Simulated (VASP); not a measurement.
Set up this calculation in VASP 6.6.1, as the native input.

```
Task                   : single point
Functional             : PBE
Potentials or basis    : VASP PAW PBE potentials, release 64 (Si, Mo_sv)
Cutoff                 : 500 eV
k mesh                 : 5 × 5 × 5
Occupations            : gaussian, width 0.2 eV
Spin                   : no spin polarisation
Dipole correction      : no
Further INCAR settings : ALGO = Normal; EDIFF = 1e-06; NBANDS = 31
```

The structure of SiMo3 lies in POSCAR:

```
SiMo3
1.0
   -2.1953018398      2.1953018398      3.0906422474
    2.1953018398     -2.1953018398      3.0906422474
    2.1953018398      2.1953018398     -3.0906422474
Si Mo
1 3
Direct
    0.5000000000      0.5000000000      0.0000000000
    0.7500000000      0.2500000000      0.5000000000
    0.2500000000      0.7500000000      0.5000000000
    0.0000000000      0.0000000000      0.0000000000
```

The cell was built from a structure type or drawn by symmetry, and may not be a known phase.

One way to write it, as run:

INCAR

```
SYSTEM = SiMo3
ALGO = Normal ; EDIFF = 1E-6
ENCUT = 500 ; GGA = PE
GGA_COMPAT = .FALSE. ; ISIF = 2
ISMEAR = 0 ; LASPH = .TRUE.
LCHARG = .FALSE. ; LREAL = .FALSE.
LWAVE = .FALSE. ; NBANDS = 31
NELM = 120 ; PREC = Accurate
SIGMA = 0.2
```

KPOINTS

```
k-points
0
G
  5 5 5
  0 0 0
```

Potentials or basis: VASP PAW PBE potentials, release 64 (Si, Mo_sv).

Run with:

```bash
$ cat potpaw_PBE.64/Si/POTCAR potpaw_PBE.64/Mo_sv/POTCAR > POTCAR
$ mpirun -np 1 vasp_std > vasp.out
```

It gave:

The pressure is 0.4 GPa and the band gap on the k mesh is zero (bands 23 and 24 overlap by 1.75 eV).

It took 31 s on 1 thread of Intel(R) Xeon(R) Platinum 8259CL CPU @ 2.50GHz (Skylake/Cascade Lake), on a shared host, peak memory 0.18 GiB.
